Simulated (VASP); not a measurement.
# P (Fm-3m) in VASP: further runs

The runs below take P through single point, relaxation of cell and atoms, with PBE.

Everything below comes from runs of VASP 6.6.1. Logs are shortened: lines on timing, memory, paths and dates and some standing lists are left out, and cuts for length are marked.

## (1) The cell of the first run

Symmetry: Fm-3m, No. 225, cubic system. The conventional cell has a = 2.891 Å, b = 2.891 Å, c = 2.891 Å, α = 90.00°, β = 90.00°, γ = 90.00°. Within 2.7 Å of P (site symmetry m-3m) lie 12 P at 2.04 Å.

## (2) Single point, PBE

The input, INCAR:

```
SYSTEM = P
  ALGO = Normal
  EDIFF = 1E-6
  ENCUT = 520
  GGA = PE
  ISIF = 2
  ISMEAR = -1
  LASPH = .True.
  LCHARG = .False.
  LREAL = .False.
  LWAVE = .False.
  NBANDS = 8
  NELM = 80
  PREC = Accurate
  SIGMA = 0.08
```

The input, KPOINTS:

```
k-points
0
Gamma
  22 22 22
  0 0 0
```

The input, POSCAR:

```
P
1.0
    0.0000000000      1.4455212194      1.4455212194
    1.4455212194      0.0000000000      1.4455212194
    1.4455212194      1.4455212194      0.0000000000
P
1
Direct
    0.0000000000      0.0000000000      0.0000000000
```

Potentials or basis: VASP PAW PBE potentials, release 64 (P).

Run with:

```sh
$ cat potpaw_PBE.64/P/POTCAR > POTCAR
$ mpirun -np 1 vasp_std > vasp.out
```

OUTCAR:

```text
SYSTEM = P
   EDIFF = 1E-6
   ENCUT = 520
   GGA = PE
   ISIF = 2
   ISMEAR = -1
   LASPH = .True.
   LREAL = .False.
   NELM = 80
   PREC = Accurate

 ion  position               nearest neighbor table
   1  0.000  0.000  0.000-

  LATTYP: Found a face centered cubic cell.
 ALAT       =     2.8910424388

  Lattice vectors:

 A1 = (   0.0000000000,   1.4455212194,   1.4455212194)
 A2 = (   1.4455212194,   0.0000000000,   1.4455212194)
 A3 = (   1.4455212194,   1.4455212194,   0.0000000000)

Analysis of symmetry for initial positions (statically):
=====================================================================
 Subroutine PRICEL returns:
 Original cell was already a primitive cell.

 Routine SETGRP: Setting up the symmetry group for a
 face centered cubic supercell.

 Subroutine GETGRP returns: Found 48 space group operations
 (whereof 48 operations were pure point group operations)
 out of a pool of 48 trial point group operations.

The static configuration has the point symmetry O_h .

Analysis of symmetry for dynamics (positions and initial velocities):
=====================================================================
 Subroutine PRICEL returns:
 Original cell was already a primitive cell.

 Routine SETGRP: Setting up the symmetry group for a
 face centered cubic supercell.

 Subroutine GETGRP returns: Found 48 space group operations
 (whereof 48 operations were pure point group operations)
 out of a pool of 48 trial point group operations.

The dynamic configuration has the point symmetry O_h .

 Subroutine INISYM returns: Found 48 space group operations
 (whereof 48 operations are pure point group operations),
 and found     1 'primitive' translations

----------------------------------------------------------------------------------------

                                     Primitive cell

  volume of cell :       6.0409

  direct lattice vectors                    reciprocal lattice vectors
     0.000000000  1.445521219  1.445521219    -0.345895995  0.345895995  0.345895995
     1.445521219  0.000000000  1.445521219     0.345895995 -0.345895995  0.345895995
     1.445521219  1.445521219  0.000000000     0.345895995  0.345895995 -0.345895995

  length of vectors
     2.044275713  2.044275713  2.044275713     0.599109437  0.599109437  0.599109437

  position of ions in fractional coordinates (direct lattice)
     0.000000000  0.000000000  0.000000000

  ion indices of the primitive-cell ions
   primitive index   ion index
                 1           1

----------------------------------------------------------------------------------------

 KPOINTS: k-points

Automatic generation of k-mesh.
 Grid dimensions read from file:
 generate k-points for:   22   22   22

 Generating k-lattice:

  Cartesian coordinates                     Fractional coordinates (reciprocal lattice)
    -0.015722545  0.015722545  0.015722545     0.045454545  0.000000000  0.000000000
     0.015722545 -0.015722545  0.015722545     0.000000000  0.045454545  0.000000000
     0.015722545  0.015722545 -0.015722545     0.000000000  0.000000000  0.045454545

  Length of vectors
     0.027232247  0.027232247  0.027232247

  Shift w.r.t. Gamma in fractional coordinates (k-lattice)
     0.000000000  0.000000000  0.000000000

 Subroutine IBZKPT returns following result:
 ===========================================

 Found    328 irreducible k-points:

 Following reciprocal coordinates:
            Coordinates               Weight
  0.000000  0.000000  0.000000      1.000000
  0.045455  0.000000  0.000000      8.000000
  0.090909  0.000000  0.000000      8.000000
  0.136364  0.000000  0.000000      8.000000
  0.181818  0.000000  0.000000      8.000000
  0.227273  0.000000  0.000000      8.000000
[... 16 lines left out ...]
  0.500000  0.045455  0.000000     24.000000
 -0.454545  0.045455  0.000000     24.000000
 [... further k-points ...]
   k-points           NKPTS =    328   k-points in BZ     NKDIM =    328   number of bands    NBANDS=      8
   number of dos      NEDOS =    301   number of ions     NIONS =      1
   total plane-waves  NPLWV =   4096
   dimension x,y,z NGX =    16 NGY =   16 NGZ =   16
   dimension x,y,z NGXF=    32 NGYF=   32 NGZF=   32
   ions per type =               1
   NGX,Y,Z   is equivalent  to a cutoff of  13.01, 13.01, 13.01 a.u.
   NGXF,Y,Z  is equivalent  to a cutoff of  26.02, 26.02, 26.02 a.u.
 SYSTEM =  P
   PREC   = accura    normal or accurate (medium, high low for compatibility)
   ISTART =      0    job   : 0-new  1-cont  2-samecut
   ICHARG =      2    charge: 1-file 2-atom 10-const
   ISPIN  =      1    spin polarized calculation?
   LNONCOLLINEAR =      F non collinear calculations
   LSORBIT =      F    spin-orbit coupling
   LASPH  =      T    aspherical Exc in radial PAW
   ENCUT  =  520.0 eV  38.22 Ry    6.18 a.u.   3.80  3.80  3.80*2*pi/ulx,y,z
   NELM   =     80;   NELMIN=  2; NELMDL= -5     # of ELM steps
   EDIFF  = 0.1E-05   stopping-criterion for ELM
   LREAL  =      F    real-space projection
   EDIFFG = 0.1E-04   stopping-criterion for IOM
   NSW    =      0    number of steps for IOM
   IBRION =     -1    ionic relax: 0-MD 1-quasi-New 2-CG
   NFREE  =      0    steps in history (QN), initial steepest desc. (CG)
   ISIF   =      2    stress and relaxation
   ISYM   =      2    0-nonsym 1-usesym 2-fastsym
   POTIM  = 0.5000    time-step for ionic-motion
   TEBEG  =    0.0;   TEEND  =   0.0 temperature during run
   PSTRESS=    0.0 pullay stress
   NELECT =       5.0000    total number of electrons
   NUPDOWN=      -1.0000    fix difference up-down
   EMIN   =  10.00;   EMAX   =-10.00  energy-range for DOS
   EFERMI =   0.00;   METHOD = LEGACY
   ISMEAR =    -1;   SIGMA  =   0.08  broadening in eV -4-tet -1-fermi 0-gaus
   EFERMI_NEDOS =   21; number of points for ismear=-14 and -15
   IALGO  =     38    algorithm
   IMIX   =      4    mixing-type and parameters
     AMIX     =   0.40;   BMIX     =  1.00
     AMIX_MAG =   1.60;   BMIX_MAG =  1.00
  volume/ion in A,a.u.               =       6.04        40.77
  Fermi-wavevector in a.u.,A,eV,Ry     =   1.537082  2.904664 32.145410  2.362621
  Thomas-Fermi vector in A             =   2.643641
   LORBIT       =      0    0 simple, 1 ext, 2 COOP (PROOUT), +10 PAW based schemes
   GGA     = PE    functional components
   LHFCALC =     F    Hartree Fock is set to
   AEXX    =    0.0000 exact exchange contribution
   IVDW    =     0    specifies the selected vdW correction
   LEPSILON=     F    determine dielectric tensor
   LRPA    =     F    only Hartree local field effects (RPA)
 non-spin polarized calculation
  energy-cutoff  :      520.00
  volume of cell :        6.04
 maximum number of plane-waves:       170
   NGX =  7   NGY =  7   NGZ =  7

 number of electron       4.9999999 magnetization

 Free energy of the ion-electron system (eV)
  ---------------------------------------------------
  ext. energy  EPLUGINS =         0.00000000
  ---------------------------------------------------
  free energy    TOTEN  =         1.11416682 eV

  energy without entropy =        1.11837872  energy(sigma->0) =        1.11627277

 E-fermi :  27.7203     XC(G=0): -15.6508

 val. band max:       27.7025400601   @ k =   0.3636   0.3182   0.0455
 cond. band min:      27.7248259908   @ k =  -0.4091   0.4091   0.0909
 fundamental gap:      0.0222859307
 Fermi energy:        27.7203465151

 k-point     1 :       0.0000    0.0000    0.0000
  band No.  band energies     occupation
      1      -1.5231      2.00000
      2      41.1797      0.00000
      3      41.1797      0.00000
      4      41.1797      0.00000
      5      47.0103      0.00000
      6      47.0103      0.00000
      7      47.0103      0.00000
      8      49.8753      0.00000

 k-point     2 :       0.0455    0.0000    0.0000
  band No.  band energies     occupation
      1      -1.4183      2.00000
      2      39.5862      0.00000
      3      41.0045      0.00000
      4      41.0045      0.00000
      5      47.3584      0.00000
      6      47.3584      0.00000
      7      47.5235      0.00000
      8      50.9657      0.00000

 k-point     3 :       0.0909    0.0000    0.0000
  band No.  band energies     occupation
      1      -1.1041      2.00000
      2      36.5573      0.00000
      3      40.5825      0.00000
      4      40.5825      0.00000
      5      47.6957      0.00000
      6      48.2939      0.00000
      7      48.2939      0.00000
      8      52.3782      0.00000

 k-point     4 :       0.1364    0.0000    0.0000
  band No.  band energies     occupation
      1      -0.5818      2.00000
      2      33.2748      0.00000
      3      40.0858      0.00000
      4      40.0858      0.00000
      5      47.5431      0.00000
      6      49.5673      0.00000
      7      49.5673      0.00000
      8      50.8052      0.00000

 k-point     5 :       0.1818    0.0000    0.0000
  band No.  band energies     occupation
      1       0.1464      2.00000
      2      30.0048      0.00000
      3      39.6252      0.00000
      4      39.6252      0.00000
      5      47.3109      0.00000
      6      48.8910      0.00000
      7      48.8910      0.00000
      8      51.4412      0.00000

 k-point     6 :       0.2273    0.0000    0.0000
  band No.  band energies     occupation
      1       1.0775      2.00000
      2      26.8284      1.99997
      3      39.2546      0.00000
      4      39.2546      0.00000
      5      47.0982      0.00000
      6      47.2841      0.00000
      7      47.2841      0.00000
      8      53.3289      0.00000

 k-point     7 :       0.2727    0.0000    0.0000
  band No.  band energies     occupation
      1       2.2076      2.00000
      2      23.7803      2.00000
      3      38.9988      0.00000
      4      38.9988      0.00000
      5      45.7881      0.00000
      6      45.7881      0.00000
      7      46.9622      0.00000
      8      54.7835      0.00000

 k-point     8 :       0.3182    0.0000    0.0000
  band No.  band energies     occupation
      1       3.5319      2.00000
      2      20.8794      2.00000
      3      38.8667      0.00000
      4      38.8667      0.00000
      5      44.4560      0.00000
      6      44.4560      0.00000
      7      46.9374      0.00000
      8      53.4394      0.00000

 k-point     9 :       0.3636    0.0000    0.0000
  band No.  band energies     occupation
      1       5.0432      2.00000
      2      18.1383      2.00000
      3      38.8554      0.00000
      4      38.8554      0.00000
      5      43.3146      0.00000
      6      43.3146      0.00000
      7      47.0380      0.00000
      8      52.2284      0.00000

 k-point    10 :       0.4091    0.0000    0.0000
  band No.  band energies     occupation
      1       6.7286      2.00000
      2      15.5736      2.00000
      3      38.9452      0.00000
      4      38.9452      0.00000
      5      42.3959      0.00000
      6      42.3959      0.00000
      7      47.2517      0.00000
      8      51.1972      0.00000
[... 78 lines left out ...]
 k-point    18 :       0.2727    0.0455    0.0000
  band No.  band energies     occupation
      1       1.9003      2.00000
      2      24.8467      2.00000
      3      37.5103      0.00000
      4      39.7006      0.00000
      5      44.1252      0.00000
      6      48.0145      0.00000
      7      48.0671      0.00000
      8      52.6173      0.00000

 k-point    19 :       0.3182    0.0455    0.0000
  band No.  band energies     occupation
      1       3.1597      2.00000
      2      21.9017      2.00000
      3      37.3377      0.00000
      4      39.4527      0.00000
      5      42.8230      0.00000
      6      46.6282      0.00000
      7      48.0205      0.00000
      8      54.0144      0.00000

 k-point    20 :       0.3636    0.0455    0.0000
  band No.  band energies     occupation
      1       4.6087      2.00000
      2      19.1106      2.00000
      3      37.3159      0.00000
      4      39.1910      0.00000
      5      41.8361      0.00000
      6      45.3902      0.00000
      7      48.0969      0.00000
      8      53.1456      0.00000

 k-point    21 :       0.4091    0.0455    0.0000
  band No.  band energies     occupation
      1       6.2373      2.00000
      2      16.4878      2.00000
      3      37.4466      0.00000
      4      38.8036      0.00000
      5      41.2951      0.00000
      6      44.3168      0.00000
      7      48.2959      0.00000
      8      52.0842      0.00000

 k-point    22 :       0.4545    0.0455    0.0000
  band No.  band energies     occupation
      1       8.0184      2.00000
      2      14.0631      2.00000
      3      37.7296      0.00000
      4      38.2658      0.00000
      5      41.2341      0.00000
      6      43.4176      0.00000
      7      48.5727      0.00000
      8      51.2161      0.00000

 k-point    23 :       0.5000    0.0455    0.0000
  band No.  band energies     occupation
      1       9.7465      2.00000
      2      12.0423      2.00000
      3      37.7010      0.00000
      4      38.1600      0.00000
      5      41.5341      0.00000
      6      42.7017      0.00000
      7      48.7568      0.00000
      8      50.7542      0.00000

 k-point    24 :      -0.4545    0.0455    0.0000
  band No.  band energies     occupation
      1       9.2260      2.00000
      2      12.6213      2.00000
      3      37.2145      0.00000
      4      38.7224      0.00000
      5      42.0915      0.00000
      6      42.1863      0.00000
      7      48.6031      0.00000
      8      50.9569      0.00000

 [... further k-points ...]
[... 5 lines left out ...]
  --------------------------------------------------------------------------------------
  -------------------------------------------------------------------------------------
  Total       16.6588602     16.6588602     16.6588602     -0.0000000      0.0000000      0.0000000
  in kB     4418.2720720   4418.2720720   4418.2720720     -0.0000000      0.0000000      0.0000000
  external PRESSURE =    4418.2720720 kB  Pullay stress =       0.0000000 kB

 VOLUME and BASIS-vectors are now :
 -----------------------------------------------------------------------------
  energy-cutoff  :      520.00
  volume of cell :        6.04
      direct lattice vectors                 reciprocal lattice vectors
     0.000000000  1.445521219  1.445521219    -0.345895995  0.345895995  0.345895995
     1.445521219  0.000000000  1.445521219     0.345895995 -0.345895995  0.345895995
     1.445521219  1.445521219  0.000000000     0.345895995  0.345895995 -0.345895995

 POSITION                                       TOTAL-FORCE (eV/Angst)
 -----------------------------------------------------------------------------------
      0.00000      0.00000      0.00000        -0.000000     -0.000000     -0.000000
 -----------------------------------------------------------------------------------
    total drift:                               -0.000000      0.000000     -0.000000

  FREE ENERGIE OF THE ION-ELECTRON SYSTEM (eV)
  ---------------------------------------------------
  free  energy   TOTEN  =         1.1141668225 eV

  energy  without entropy=        1.1183787207  energy(sigma->0) =        1.11627277
```

Wall time 6.4 s (1 thread of AMD EPYC 9R45 (Zen 5), shared host); peak memory 0.09 GiB.

Results:

| Property | Result |
| --- | --- |
| Free energy | 1.1142 eV |
| Pressure | 441.8 GPa |

Levels at points of the mesh, in eV from the Fermi level:
| k point | band 1 | band 2 | band 3 | band 4 | band 5 | band 6 |
| --- | --- | --- | --- | --- | --- | --- |
| (0.00, 0.00, 0.00) | -29.24 | 13.46 | 13.46 | 13.46 | 19.29 | 19.29 |
| (0.50, 0.00, 0.00) | -17.81 | -16.03 | 11.43 | 11.43 | 13.80 | 13.80 |
| (0.50, 0.50, 0.00) | -14.57 | -11.12 | -0.45 | 2.15 | 2.15 | 11.53 |

[end of part 1 of 2]
